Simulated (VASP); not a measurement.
TiO2, 9 atoms in the cell. The typed cell holds 9 atoms: a = 5.750 Å, b = 5.750 Å, c = 6.317 Å, α = 90.00°, β = 90.00°, γ = 120.00°. 

| Property | Result |
| --- | --- |
| Program | VASP 6.6.1 |
| Task | single point |
| Functional | PBE |
| Potentials or basis | VASP PAW PBE potentials, release 64 (Ti_sv, O) |
| Cutoff | 520 eV |
| k mesh | 5 × 5 × 4 |
| Occupations | fermi-dirac, width 0.05 eV |
| Spin | no spin polarisation |
| Dipole correction | no |
| Further INCAR settings | ALGO = Normal; EDIFF = 1e-06; NBANDS = 46 |

Potentials or basis: VASP PAW PBE potentials, release 64 (Ti_sv, O).

Run with:

```sh
$ cat potpaw_PBE.64/Ti_sv/POTCAR potpaw_PBE.64/O/POTCAR > POTCAR
$ mpirun -np 1 vasp_std > vasp.out
```

Hardware: 1 thread of Intel(R) Xeon(R) 6975P-C (Granite Rapids), on a shared host.

Question: How long does it take, and how much memory?

Answer: Wall time 100 s on 1 thread of Intel(R) Xeon(R) 6975P-C (Granite Rapids) (shared host), peak memory 0.36 GiB. Counts: scf iterations 15, k points 17.
